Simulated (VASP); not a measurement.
Write the native input for VASP 6.6.1 that does the following.

```
Task                   : single point
Functional             : PBE
Potentials or basis    : VASP PAW PBE potentials, release 64 (V_sv)
Cutoff                 : 520 eV
k mesh                 : 18 × 18 × 18
Occupations            : fermi-dirac, width 0.1 eV
Spin                   : no spin polarisation
Dipole correction      : no
Further INCAR settings : ALGO = Normal; EDIFF = 1e-06; NBANDS = 20
```

The structure of V lies in POSCAR:

```
V
1.0
   -2.1115451716      2.1115451716      1.1998520107
    2.1115451716     -2.1115451716      1.1998520107
    2.1115451716      2.1115451716     -1.1998520107
V
2
Direct
   -0.3750000000     -0.1250000000     -0.2500000000
    0.3750000000      0.1250000000      0.2500000000
```

The input as run:

INCAR

```
ALGO = Normal
EDIFF = 1E-6
ENCUT = 520
GGA = PE
ISIF = 2
ISMEAR = -1
LASPH = True
LCHARG = False
LREAL = False
LWAVE = False
NBANDS = 20
NELM = 80
PREC = Accurate
SIGMA = 0.1
```

KPOINTS

```
k-points
0
Gamma
  18 18 18
```

Potentials or basis: VASP PAW PBE potentials, release 64 (V_sv).

Launch:

```sh
$ cat potpaw_PBE.64/V_sv/POTCAR > POTCAR
$ mpirun -np 1 vasp_std > vasp.out
```

It gave:

The pressure is 70.9 GPa and the band gap on the k mesh is zero (bands 13 and 14 overlap by 1.31 eV).

Caveat: the cell stands under pressure.

Run time: 3.6 min on 1 thread of Intel Xeon 8259CL, on a shared host, peak memory 0.27 GiB.
